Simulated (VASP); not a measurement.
# SrTe (Fm-3m) in VASP: single point with PBE

Aim: the single point of SrTe with PBE.

All numbers are computed with VASP 6.6.1; they aren't measurements. Logs are shortened: lines on timing, memory, paths and dates and some standing lists are left out, and cuts for length are marked.

## 1. The cell of the first run

The structure is cubic, space group Fm-3m (No. 225). The conventional cell has a = 6.712 Å, b = 6.712 Å, c = 6.712 Å, α = 90.00°, β = 90.00°, γ = 90.00°. Within 4.4 Å of Sr (site symmetry m-3m) lie 6 Te at 3.36 Å. Within 4.4 Å of Te (site symmetry m-3m) lie 6 Sr at 3.36 Å.

## 2. Single point, PBE

Contents of INCAR:

```
SYSTEM = SrTe
ALGO     = Normal         ! electronic algorithm
EDIFF    = 1E-6           ! SCF threshold, eV
ENCUT    = 500            ! plane-wave cutoff, eV
GGA      = PE             ! functional
GGA_COMPAT= .FALSE.      
ISIF     = 2              ! what is computed and relaxed
ISMEAR   = 0              ! smearing method
LASPH    = .TRUE.         ! aspherical terms in the spheres
LCHARG   = .FALSE.        ! write CHGCAR
LREAL    = .FALSE.        ! projectors in reciprocal space
LWAVE    = .FALSE.        ! write WAVECAR
NBANDS   = 15             ! bands
NELM     = 120            ! most SCF steps
PREC     = Accurate       ! precision mode
SIGMA    = 0.05           ! smearing width, eV
```

Contents of KPOINTS:

```
k-points
0
G
  8 8 8
  0 0 0
```

Contents of POSCAR:

```
SrTe
1.0
    0.0000000000      3.3558353104      3.3558353104
    3.3558353104      0.0000000000      3.3558353104
    3.3558353104      3.3558353104      0.0000000000
Sr Te
1 1
Direct
    0.0000000000      0.0000000000      0.0000000000
    0.5000000000      0.5000000000      0.5000000000
```

Potentials or basis: VASP PAW PBE potentials, release 64 (Sr_sv, Te).

Launch:

```bash
> cat potpaw_PBE.64/Sr_sv/POTCAR potpaw_PBE.64/Te/POTCAR > POTCAR
> mpirun -np 1 vasp_std > vasp.out
```

OUTCAR:

```text
SYSTEM = SrTe
   EDIFF = 1E-6
   ENCUT = 500
   GGA = PE
   ISIF = 2
   ISMEAR = 0
   LASPH = .TRUE.
   LREAL = .FALSE.
   NELM = 120
   PREC = Accurate

 ion  position               nearest neighbor table
   1  0.000  0.000  0.000-   2 3.36   2 3.36   2 3.36   2 3.36   2 3.36   2 3.36
   2  0.500  0.500  0.500-   1 3.36   1 3.36   1 3.36   1 3.36   1 3.36   1 3.36

  LATTYP: Found a face centered cubic cell.
 ALAT       =     6.7116706208

  Lattice vectors:

 A1 = (   0.0000000000,   3.3558353104,   3.3558353104)
 A2 = (   3.3558353104,   0.0000000000,   3.3558353104)
 A3 = (   3.3558353104,   3.3558353104,   0.0000000000)

Analysis of symmetry for initial positions (statically):
=====================================================================
 Subroutine PRICEL returns:
 Original cell was already a primitive cell.

 Routine SETGRP: Setting up the symmetry group for a
 face centered cubic supercell.

 Subroutine GETGRP returns: Found 48 space group operations
 (whereof 48 operations were pure point group operations)
 out of a pool of 48 trial point group operations.

The static configuration has the point symmetry O_h .

Analysis of symmetry for dynamics (positions and initial velocities):
=====================================================================
 Subroutine PRICEL returns:
 Original cell was already a primitive cell.

 Routine SETGRP: Setting up the symmetry group for a
 face centered cubic supercell.

 Subroutine GETGRP returns: Found 48 space group operations
 (whereof 48 operations were pure point group operations)
 out of a pool of 48 trial point group operations.

The dynamic configuration has the point symmetry O_h .

 Subroutine INISYM returns: Found 48 space group operations
 (whereof 48 operations are pure point group operations),
 and found     1 'primitive' translations

----------------------------------------------------------------------------------------

                                     Primitive cell

  volume of cell :      75.5844

  direct lattice vectors                    reciprocal lattice vectors
     0.000000000  3.355835310  3.355835310    -0.148994201  0.148994201  0.148994201
     3.355835310  0.000000000  3.355835310     0.148994201 -0.148994201  0.148994201
     3.355835310  3.355835310  0.000000000     0.148994201  0.148994201 -0.148994201

  length of vectors
     4.745867809  4.745867809  4.745867809     0.258065526  0.258065526  0.258065526

  position of ions in fractional coordinates (direct lattice)
     0.000000000  0.000000000  0.000000000
     0.500000000  0.500000000  0.500000000

  ion indices of the primitive-cell ions
   primitive index   ion index
                 1           1
                 2           2

----------------------------------------------------------------------------------------

 KPOINTS: k-points

Automatic generation of k-mesh.
 Grid dimensions read from file:
 generate k-points for:    8    8    8

 Generating k-lattice:

  Cartesian coordinates                     Fractional coordinates (reciprocal lattice)
    -0.018624275  0.018624275  0.018624275     0.125000000  0.000000000  0.000000000
     0.018624275 -0.018624275  0.018624275     0.000000000  0.125000000  0.000000000
     0.018624275  0.018624275 -0.018624275     0.000000000  0.000000000  0.125000000

  Length of vectors
     0.032258191  0.032258191  0.032258191

  Shift w.r.t. Gamma in fractional coordinates (k-lattice)
     0.000000000  0.000000000  0.000000000

 Subroutine IBZKPT returns following result:
 ===========================================

 Found     29 irreducible k-points:

 Following reciprocal coordinates:
            Coordinates               Weight
  0.000000  0.000000  0.000000      1.000000
  0.125000  0.000000  0.000000      8.000000
  0.250000  0.000000  0.000000      8.000000
  0.375000  0.000000  0.000000      8.000000
  0.500000  0.000000  0.000000      4.000000
  0.125000  0.125000  0.000000      6.000000
[... 16 lines left out ...]
  0.500000  0.250000  0.125000     48.000000
 -0.375000  0.250000  0.125000     24.000000
 [... further k-points ...]
   k-points           NKPTS =     29   k-points in BZ     NKDIM =     29   number of bands    NBANDS=     15
   number of dos      NEDOS =    301   number of ions     NIONS =      2
   total plane-waves  NPLWV =  46656
   dimension x,y,z NGX =    36 NGY =   36 NGZ =   36
   dimension x,y,z NGXF=    72 NGYF=   72 NGZF=   72
   ions per type =               1   1
   NGX,Y,Z   is equivalent  to a cutoff of  12.61, 12.61, 12.61 a.u.
   NGXF,Y,Z  is equivalent  to a cutoff of  25.22, 25.22, 25.22 a.u.
 SYSTEM =  SrTe
   PREC   = accura    normal or accurate (medium, high low for compatibility)
   ISTART =      0    job   : 0-new  1-cont  2-samecut
   ICHARG =      2    charge: 1-file 2-atom 10-const
   ISPIN  =      1    spin polarized calculation?
   LNONCOLLINEAR =      F non collinear calculations
   LSORBIT =      F    spin-orbit coupling
   LASPH  =      T    aspherical Exc in radial PAW
   ENCUT  =  500.0 eV  36.75 Ry    6.06 a.u.   8.65  8.65  8.65*2*pi/ulx,y,z
   NELM   =    120;   NELMIN=  2; NELMDL= -5     # of ELM steps
   EDIFF  = 0.1E-05   stopping-criterion for ELM
   LREAL  =      F    real-space projection
   EDIFFG = 0.1E-04   stopping-criterion for IOM
   NSW    =      0    number of steps for IOM
   IBRION =     -1    ionic relax: 0-MD 1-quasi-New 2-CG
   NFREE  =      0    steps in history (QN), initial steepest desc. (CG)
   ISIF   =      2    stress and relaxation
   ISYM   =      2    0-nonsym 1-usesym 2-fastsym
   POTIM  = 0.5000    time-step for ionic-motion
   TEBEG  =    0.0;   TEEND  =   0.0 temperature during run
   PSTRESS=    0.0 pullay stress
   NELECT =      16.0000    total number of electrons
   NUPDOWN=      -1.0000    fix difference up-down
   EMIN   =  10.00;   EMAX   =-10.00  energy-range for DOS
   EFERMI =   0.00;   METHOD = LEGACY
   ISMEAR =     0;   SIGMA  =   0.05  broadening in eV -4-tet -1-fermi 0-gaus
   EFERMI_NEDOS =   21; number of points for ismear=-14 and -15
   IALGO  =     38    algorithm
   IMIX   =      4    mixing-type and parameters
     AMIX     =   0.40;   BMIX     =  1.00
     AMIX_MAG =   1.60;   BMIX_MAG =  1.00
  volume/ion in A,a.u.               =      37.79       255.03
  Fermi-wavevector in a.u.,A,eV,Ry     =   0.975673  1.843754 12.951894  0.951937
  Thomas-Fermi vector in A             =   2.106231
   LORBIT       =      0    0 simple, 1 ext, 2 COOP (PROOUT), +10 PAW based schemes
   GGA     = PE    functional components
   LHFCALC =     F    Hartree Fock is set to
   AEXX    =    0.0000 exact exchange contribution
   IVDW    =     0    specifies the selected vdW correction
   LEPSILON=     F    determine dielectric tensor
   LRPA    =     F    only Hartree local field effects (RPA)
 non-spin polarized calculation
 Gauss-broadening in eV      SIGMA  =   0.05
  energy-cutoff  :      500.00
  volume of cell :       75.58
 maximum number of plane-waves:      1936
   NGX = 17   NGY = 17   NGZ = 17

 number of electron      16.0000000 magnetization

 Free energy of the ion-electron system (eV)
  ---------------------------------------------------
  ext. energy  EPLUGINS =         0.00000000
  ---------------------------------------------------
  free energy    TOTEN  =        -8.26849265 eV

  energy without entropy =       -8.26849265  energy(sigma->0) =       -8.26849265

 E-fermi :   2.9370     XC(G=0):  -8.4253

 val. band max:        2.6901421750   @ k =   0.0000   0.0000   0.0000
 cond. band min:       4.4427652140   @ k =   0.5000   0.5000   0.0000
 fundamental gap:      1.7526230390
 Fermi energy:         2.9369930263

 k-point     1 :       0.0000    0.0000    0.0000
  band No.  band energies     occupation
      1     -32.0498      2.00000
      2     -14.0354      2.00000
      3     -14.0354      2.00000
      4     -14.0354      2.00000
      5      -7.2188      2.00000
      6       2.6901      2.00000
      7       2.6901      2.00000
      8       2.6901      2.00000
      9       5.4428      0.00000
     10       5.9810      0.00000
     11       5.9810      0.00000
     12       5.9810      0.00000
     13       6.6039      0.00000
     14       6.6039      0.00000
     15      10.1864      0.00000

 k-point     2 :       0.1250    0.0000    0.0000
  band No.  band energies     occupation
      1     -32.0493      2.00000
      2     -14.0526      2.00000
      3     -14.0362      2.00000
      4     -14.0362      2.00000
      5      -7.1388      2.00000
      6       2.0337      2.00000
      7       2.4753      2.00000
      8       2.4753      2.00000
      9       5.7948      0.00000
     10       6.1843      0.00000
     11       6.1843      0.00000
     12       6.4051      0.00000
     13       7.0028      0.00000
     14       7.0028      0.00000
     15      10.6859      0.00000

 k-point     3 :       0.2500    0.0000    0.0000
  band No.  band energies     occupation
      1     -32.0479      2.00000
      2     -14.0932      2.00000
      3     -14.0382      2.00000
      4     -14.0382      2.00000
      5      -6.9363      2.00000
      6       0.9932      2.00000
      7       2.0651      2.00000
      8       2.0651      2.00000
      9       5.9092      0.00000
     10       6.6996      0.00000
     11       6.6996      0.00000
     12       7.7421      0.00000
     13       8.0036      0.00000
     14       8.0036      0.00000
     15      10.9148      0.00000

 k-point     4 :       0.3750    0.0000    0.0000
  band No.  band energies     occupation
      1     -32.0466      2.00000
      2     -14.1328      2.00000
      3     -14.0400      2.00000
      4     -14.0400      2.00000
      5      -6.7180      2.00000
      6       0.2152      2.00000
      7       1.7424      2.00000
      8       1.7424      2.00000
      9       6.2245      0.00000
     10       7.4401      0.00000
     11       7.4401      0.00000
     12       8.2149      0.00000
     13       9.1065      0.00000
     14       9.1065      0.00000
     15      10.7339      0.00000
[... 307 lines left out ...]
 k-point    22 :       0.3750    0.2500    0.1250
  band No.  band energies     occupation
      1     -32.0469      2.00000
      2     -14.0981      2.00000
      3     -14.0566      2.00000
      4     -14.0426      2.00000
      5      -6.8459      2.00000
      6       0.7288      2.00000
      7       1.9006      2.00000
      8       1.9321      2.00000
      9       5.6703      0.00000
     10       6.8151      0.00000
     11       7.4456      0.00000
     12       7.4802      0.00000
     13       8.2175      0.00000
     14       9.3038      0.00000
     15      10.6655      0.00000

 k-point    23 :       0.5000    0.2500    0.1250
  band No.  band energies     occupation
      1     -32.0458      2.00000
      2     -14.1179      2.00000
      3     -14.0641      2.00000
      4     -14.0468      2.00000
      5      -6.7147      2.00000
      6       0.4397      2.00000
      7       1.5280      2.00000
      8       1.7032      2.00000
      9       6.0922      0.00000
     10       7.4324      0.00000
     11       7.7226      0.00000
     12       8.0846      0.00000
     13       8.3069      0.00000
     14       9.4677      0.00000
     15      10.4113      0.00000

 k-point    24 :      -0.3750    0.2500    0.1250
  band No.  band energies     occupation
      1     -32.0454      2.00000
      2     -14.1266      2.00000
      3     -14.0653      2.00000
      4     -14.0499      2.00000
      5      -6.6589      2.00000
      6       0.3351      2.00000
      7       1.3679      2.00000
      8       1.6222      2.00000
      9       6.6560      0.00000
     10       6.8917      0.00000
     11       8.1658      0.00000
     12       8.3434      0.00000
     13       8.5577      0.00000
     14       9.3254      0.00000
     15      10.7794      0.00000

 [... further k-points ...]

------------------------ aborting loop because EDIFF is reached ----------------------------------------

  FORCE on cell =-STRESS in cart. coord.  units (eV):
  Direction    XX          YY          ZZ          XY          YZ          ZX
  --------------------------------------------------------------------------------------
  -------------------------------------------------------------------------------------
  Total        0.0863911      0.0863911      0.0863911      0.0000000      0.0000000      0.0000000
  in kB        1.8312492      1.8312492      1.8312492      0.0000000      0.0000000      0.0000000
  external PRESSURE =       1.8312492 kB  Pullay stress =       0.0000000 kB

 VOLUME and BASIS-vectors are now :
 -----------------------------------------------------------------------------
  energy-cutoff  :      500.00
  volume of cell :       75.58
      direct lattice vectors                 reciprocal lattice vectors
     0.000000000  3.355835310  3.355835310    -0.148994201  0.148994201  0.148994201
     3.355835310  0.000000000  3.355835310     0.148994201 -0.148994201  0.148994201
     3.355835310  3.355835310  0.000000000     0.148994201  0.148994201 -0.148994201

 POSITION                                       TOTAL-FORCE (eV/Angst)
 -----------------------------------------------------------------------------------
      0.00000      0.00000      0.00000         0.000000     -0.000000      0.000000
      3.35584      3.35584      3.35584        -0.000000      0.000000     -0.000000
 -----------------------------------------------------------------------------------
    total drift:                                0.000000      0.000000      0.000000

  FREE ENERGIE OF THE ION-ELECTRON SYSTEM (eV)
  ---------------------------------------------------
  free  energy   TOTEN  =        -8.2684926467 eV

  energy  without entropy=       -8.2684926467  energy(sigma->0) =       -8.26849265
```

Run time: 55 s. Hardware: 1 thread of Intel Xeon 8259CL, shared host; peak memory 0.22 GiB.

Results:

- Free energy: -8.2685 eV
- Pressure: 0.2 GPa
- Band gap on the k mesh: 1.75 eV, indirect (least direct gap 2.48 eV)

Caveat: spin-orbit coupling is left out, which moves the levels of the heavy elements. A hybrid or GW would open this gap; PBE tends to underestimate it.
